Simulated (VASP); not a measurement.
# SrCu2Sb2 (P4/nmm) in VASP: a series of runs

The runs below take SrCu2Sb2 through single point, with LDA.

All numbers are computed with VASP 6.6.1; they aren't measurements. Logs are shortened: lines on timing, memory, paths and dates and some standing lists are left out, and cuts for length are marked.

## (1) The cell of the first run

It takes space group P4/nmm (No. 129, tetragonal). Conventional cell: a = 4.376 Å, b = 4.376 Å, c = 10.311 Å, α = 90.00°, β = 90.00°, γ = 90.00°. Sr (site symmetry 4mm) has 9 Cu at 3.28 to 4.09 Å and 9 Sb at 3.29 to 3.76 Å within 4.3 Å. Cu (site symmetry 4mm) has 5 Sb at 2.46 to 2.58 Å within 3.2 Å. Within 3.4 Å of Cu (site symmetry -4m2) lie 4 Sb at 2.56 Å and 4 Cu at 3.09 Å and 4 Sr at 3.28 Å. Sb (site symmetry 4mm) has 5 Cu at 2.46 to 2.56 Å within 3.2 Å. Sb (site symmetry -4m2) has 4 Cu at 2.58 Å and 4 Sb at 3.09 Å within 3.4 Å.

## (2) Single point, LDA

INCAR reads:

```
ALGO = Normal
EDIFF = 1E-6
ENCUT = 520
ISIF = 2
ISMEAR = 1
LASPH = True
LCHARG = False
LREAL = False
LWAVE = False
NBANDS = 53
NELM = 60
PREC = Accurate
SIGMA = 0.1
```

KPOINTS reads:

```
k-points
0
Gamma
  6 6 3
```

POSCAR reads:

```
SrCu2Sb2
1.0
    4.3757737673      0.0000000000      0.0000000000
    0.0000000000      4.3757737673      0.0000000000
    0.0000000000      0.0000000000     10.3105509792
Sr Cu Sb
2 4 4
Direct
    0.5000000000      0.0000000000      0.2366100000
    0.0000000000      0.5000000000      0.7633900000
    0.5000000000      0.0000000000      0.6329100000
    0.0000000000      0.0000000000      0.0000000000
    0.0000000000      0.5000000000      0.3670900000
    0.5000000000      0.5000000000      0.0000000000
    0.0000000000      0.5000000000      0.1285300000
    0.5000000000      0.5000000000      0.5000000000
    0.0000000000      0.0000000000      0.5000000000
    0.5000000000      0.0000000000      0.8714700000
```

Potentials or basis: VASP PAW LDA potentials, release 64 (Sr_sv, Cu, Sb).

The run is started by

```
$ cat potpaw_LDA.64/Sr_sv/POTCAR potpaw_LDA.64/Cu/POTCAR potpaw_LDA.64/Sb/POTCAR > POTCAR
$ mpirun -np 1 vasp_std > vasp.out
```

OUTCAR:

```text
EDIFF = 1E-6
   ENCUT = 520
   ISIF = 2
   ISMEAR = 1
   LASPH = True
   LREAL = False
   NELM = 60
   PREC = Accurate

 ion  position               nearest neighbor table
   1  0.500  0.000  0.237-   4 3.28   6 3.28   6 3.28   4 3.28   7 3.29   7 3.29   7 3.29   7 3.29
                             5 3.37   5 3.37   5 3.37   5 3.37   8 3.49   9 3.49   9 3.49   8 3.49
   2  0.000  0.500  0.763-   4 3.28   6 3.28   4 3.28   6 3.28  10 3.29  10 3.29  10 3.29  10 3.29
                             3 3.37   3 3.37   3 3.37   3 3.37   8 3.49   9 3.49   8 3.49   9 3.49
   3  0.500  0.000  0.633-  10 2.46   9 2.58   8 2.58   8 2.58   9 2.58   2 3.37   2 3.37   2 3.37
                             2 3.37
   4  0.000  0.000  0.000-   7 2.56  10 2.56   7 2.56  10 2.56   2 3.28   1 3.28   1 3.28   2 3.28

   5  0.000  0.500  0.367-   7 2.46   8 2.58   9 2.58   9 2.58   8 2.58   1 3.37   1 3.37   1 3.37
                             1 3.37
   6  0.500  0.500  0.000-   7 2.56  10 2.56  10 2.56   7 2.56   1 3.28   1 3.28   2 3.28   2 3.28

   7  0.000  0.500  0.129-   5 2.46   4 2.56   6 2.56   4 2.56   6 2.56   1 3.29   1 3.29   1 3.29
                             1 3.29   2 3.76
   8  0.500  0.500  0.500-   3 2.58   5 2.58   3 2.58   5 2.58   9 3.09   9 3.09   9 3.09   9 3.09
                             2 3.49   1 3.49   2 3.49   1 3.49
   9  0.000  0.000  0.500-   3 2.58   5 2.58   5 2.58   3 2.58   8 3.09   8 3.09   8 3.09   8 3.09
                             1 3.49   2 3.49   2 3.49   1 3.49
  10  0.500  0.000  0.871-   3 2.46   4 2.56   6 2.56   6 2.56   4 2.56   2 3.29   2 3.29   2 3.29
                             2 3.29   1 3.76

  LATTYP: Found a simple tetragonal cell.
 ALAT       =     4.3757737673
 C/A-ratio  =     2.3562806323

  Lattice vectors:

 A1 = (   4.3757737673,   0.0000000000,   0.0000000000)
 A2 = (   0.0000000000,   4.3757737673,   0.0000000000)
 A3 = (   0.0000000000,   0.0000000000,  10.3105509792)

Analysis of symmetry for initial positions (statically):
=====================================================================
 Subroutine PRICEL returns:
 Original cell was already a primitive cell.

 Routine SETGRP: Setting up the symmetry group for a
 simple tetragonal supercell.

 Subroutine GETGRP returns: Found 16 space group operations
 (whereof  8 operations were pure point group operations)
 out of a pool of 16 trial point group operations.

The static configuration has the point symmetry D_2d.
 The point group associated with its full space group is D_4h.

Analysis of symmetry for dynamics (positions and initial velocities):
=====================================================================
[... 134 lines left out ...]
   NUPDOWN=      -1.0000    fix difference up-down
   EMIN   =  10.00;   EMAX   =-10.00  energy-range for DOS
   EFERMI =   0.00;   METHOD = LEGACY
   ISMEAR =     1;   SIGMA  =   0.10  broadening in eV -4-tet -1-fermi 0-gaus
   EFERMI_NEDOS =   21; number of points for ismear=-14 and -15
   IALGO  =     38    algorithm
   IMIX   =      4    mixing-type and parameters
     AMIX     =   0.40;   BMIX     =  1.00
     AMIX_MAG =   1.60;   BMIX_MAG =  1.00
  volume/ion in A,a.u.               =      19.74       133.23
  Fermi-wavevector in a.u.,A,eV,Ry     =   1.231319  2.326856 20.628439  1.516148
  Thomas-Fermi vector in A             =   2.366134
   LORBIT       =      0    0 simple, 1 ext, 2 COOP (PROOUT), +10 PAW based schemes
   GGA     = CA    functional components
   LHFCALC =     F    Hartree Fock is set to
   AEXX    =    0.0000 exact exchange contribution
   IVDW    =     0    specifies the selected vdW correction
   LEPSILON=     F    determine dielectric tensor
   LRPA    =     F    only Hartree local field effects (RPA)
 non-spin polarized calculation
 Methfessel and Paxton  Order N= 1 SIGMA  =   0.10
  energy-cutoff  :      520.00
  volume of cell :      197.42
 maximum number of plane-waves:      5352
 NGX is ok and might be reduce to    36
   NGX = 17   NGY = 17   NGZ = 39

 number of electron      83.9999987 magnetization

 Free energy of the ion-electron system (eV)
  ---------------------------------------------------
  ext. energy  EPLUGINS =         0.00000000
  ---------------------------------------------------
  free energy    TOTEN  =       -46.30913267 eV

  energy without entropy =      -46.30399045  energy(sigma->0) =      -46.30741860

 E-fermi :   7.9080     XC(G=0): -11.1143

 val. band max:        7.9055879992   @ k =   0.1667   0.0000   0.0000
 cond. band min:       7.9110038335   @ k =   0.3333   0.1667   0.0000
 fundamental gap:      0.0054158343
 Fermi energy:         7.9079835894

 k-point     1 :       0.0000    0.0000    0.0000
  band No.  band energies     occupation
      1     -27.2690      2.00000
      2     -27.2685      2.00000
      3      -9.6127      2.00000
      4      -9.5442      2.00000
      5      -9.4294      2.00000
      6      -9.4294      2.00000
[... 1109 lines left out ...]
     52      12.8122      0.00000
     53      12.8298      0.00000

------------------------ aborting loop because EDIFF is reached ----------------------------------------

  FORCE on cell =-STRESS in cart. coord.  units (eV):
  Direction    XX          YY          ZZ          XY          YZ          ZX
  --------------------------------------------------------------------------------------
  -------------------------------------------------------------------------------------
  Total        7.6187093      7.6187093      7.5764541      0.0000000      0.0000000      0.0000000
  in kB       61.8301632     61.8301632     61.4872376      0.0000000      0.0000000      0.0000000
  external PRESSURE =      61.7158547 kB  Pullay stress =       0.0000000 kB

 VOLUME and BASIS-vectors are now :
 -----------------------------------------------------------------------------
  energy-cutoff  :      520.00
  volume of cell :      197.42
      direct lattice vectors                 reciprocal lattice vectors
     4.375773767  0.000000000  0.000000000     0.228531010  0.000000000  0.000000000
     0.000000000  4.375773767  0.000000000     0.000000000  0.228531010  0.000000000
     0.000000000  0.000000000 10.310550979     0.000000000  0.000000000  0.096988027

 POSITION                                       TOTAL-FORCE (eV/Angst)
 -----------------------------------------------------------------------------------
      2.18789      0.00000      2.43958        -0.000000      0.000000      0.032345
      0.00000      2.18789      7.87097         0.000000     -0.000000     -0.032345
      2.18789      0.00000      6.52565         0.000000      0.000000      0.089579
      0.00000      0.00000      0.00000         0.000000     -0.000000      0.000000
      0.00000      2.18789      3.78490        -0.000000      0.000000     -0.089579
      2.18789      2.18789      0.00000         0.000000      0.000000      0.000000
      0.00000      2.18789      1.32522         0.000000      0.000000      0.067998
      2.18789      2.18789      5.15528         0.000000      0.000000      0.000000
      0.00000      0.00000      5.15528         0.000000     -0.000000      0.000000
      2.18789      0.00000      8.98534        -0.000000     -0.000000     -0.067998
 -----------------------------------------------------------------------------------
    total drift:                                0.000000      0.000000      0.000000

  FREE ENERGIE OF THE ION-ELECTRON SYSTEM (eV)
  ---------------------------------------------------
  free  energy   TOTEN  =       -46.3091326653 eV

  energy  without entropy=      -46.3039904547  energy(sigma->0) =      -46.30741860
```

stdout:

```text
POSCAR found type information on POSCAR SrCuSb
 POSCAR found :  3 types and      10 ions
 scaLAPACK will be used
 LDA part: xc-table for (Slater(with rela. corr.)+CA(PZ))
 , standard interpolation
 POSCAR, INCAR and KPOINTS ok, starting setup
 FFT: planning ... GRIDC
 FFT: planning ... GRID_SOFT
 FFT: planning ... GRID
 WAVECAR not read
 entering main loop
```

It took 4.7 min on 1 thread of Intel Xeon Platinum 8259CL at 2.50GHz (Skylake/Cascade Lake), shared host; peak memory 0.36 GiB.

Results:

| Item | Value |
| --- | --- |
| Free energy | -46.3091 eV |
| Pressure | 6.2 GPa |
| Largest force | 0.090 eV/Å |
| Band gap on the k mesh | zero (band 42 reaches 8.41 eV, above the bottom of band 43 at 7.42 eV) |

Forces on the atoms (eV/Å):
```
Sr   0.000  0.000  0.032
Sr   0.000  0.000 -0.032
Cu   0.000  0.000  0.090
Cu   0.000  0.000  0.000
Cu   0.000  0.000 -0.090
Cu   0.000  0.000  0.000
Sb   0.000  0.000  0.068
Sb   0.000  0.000  0.000
Sb   0.000  0.000  0.000
Sb   0.000  0.000 -0.068
```

Levels at points of the mesh, in eV from the Fermi level:
```csv
k point,band 39,band 40,band 41,band 42,band 43,band 44,band 45,band 46
"(0.00, 0.00, 0.00)",-0.07,-0.03,0.17,0.45,0.45,0.46,2.08,2.08
"(0.50, 0.00, 0.00)",-1.50,-1.50,-0.73,-0.73,-0.48,-0.48,1.95,1.95
"(0.50, 0.50, 0.00)",-2.51,-2.51,-2.09,-2.09,2.15,2.15,2.68,2.68
```

Caveat: spin-orbit coupling is left out, which moves the levels of the heavy elements.

## (3) Single point, LDA

This run uses another cell than the first one, of 20.64 Å³/atom, 1.045 times its volume.

INCAR reads:

```
SYSTEM = SrCu2Sb2
PREC     = Accurate       ! precision mode
ENCUT    = 520            ! plane-wave cutoff, eV
EDIFF    = 1E-6           ! SCF threshold, eV
ISMEAR   = 1              ! smearing method
SIGMA    = 0.1            ! smearing width, eV
LREAL    = .False.        ! projectors in reciprocal space
LASPH    = .True.         ! aspherical terms in the spheres
NELM     = 100            ! most SCF steps
ALGO     = Normal         ! electronic algorithm
ISIF     = 2              ! what is computed and relaxed
LWAVE    = .False.        ! write WAVECAR
LCHARG   = .False.        ! write CHGCAR
NBANDS   = 53             ! bands
```

KPOINTS reads:

```
regular mesh
0
Gamma
  6 6 3
  0 0 0
```

Edit POSCAR of step 2 so:

```diff
@@ -2,5 +2,5 @@
 1.0
-    4.3757737673      0.0000000000      0.0000000000
-    0.0000000000      4.3757737673      0.0000000000
-    0.0000000000      0.0000000000     10.3105509792
+    4.4410934536      0.0000000000      0.0000000000
+    0.0000000000      4.4410934536      0.0000000000
+    0.0000000000      0.0000000000     10.4644624909
 Sr Cu Sb
```

Potentials or basis: VASP PAW LDA potentials, release 64 (Sr_sv, Cu, Sb).

The run is started by

```
$ cat potpaw_LDA.64/Sr_sv/POTCAR potpaw_LDA.64/Cu/POTCAR potpaw_LDA.64/Sb/POTCAR > POTCAR
$ mpirun -np 1 vasp_std > vasp.out
```

Wall time 4.4 min (1 thread of Intel Xeon Platinum 8259CL at 2.50GHz (Skylake/Cascade Lake), shared host); peak memory 0.37 GiB.

It converged, with:

```
Free energy            : -46.5314 eV
Pressure               : 2.1 GPa
Largest force          : 0.039 eV/Å
Band gap on the k mesh : zero (band 42 reaches 7.93 eV, above the bottom of band 43 at 6.93 eV)
```

Forces in eV/Å, atoms in the order of the input:
```
Sr   0.000  0.000  0.001
Sr   0.000  0.000 -0.001
Cu   0.000  0.000  0.039
Cu   0.000  0.000  0.000
Cu   0.000  0.000 -0.039
Cu   0.000  0.000  0.000
Sb   0.000  0.000  0.011
Sb   0.000  0.000  0.000
Sb   0.000  0.000  0.000
Sb   0.000  0.000 -0.011
```

Stress tensor (GPa, compression positive):
```
2.13 0.00 0.00
0.00 2.13 0.00
0.00 0.00 1.97
```

Levels at points of the mesh, in eV from the Fermi level:
```csv
k point,band 40,band 41,band 42,band 43,band 44,band 45
"(0.00, 0.00, 0.00)",0.01,0.20,0.42,0.42,0.50,2.02
"(0.50, 0.00, 0.00)",-1.41,-0.74,-0.74,-0.45,-0.45,1.89
"(0.50, 0.50, 0.00)",-2.41,-1.99,-1.99,2.09,2.09,2.60
```

Caveat: spin-orbit coupling is left out, which moves the levels of the heavy elements.

(Continued in part 2 of 2.)
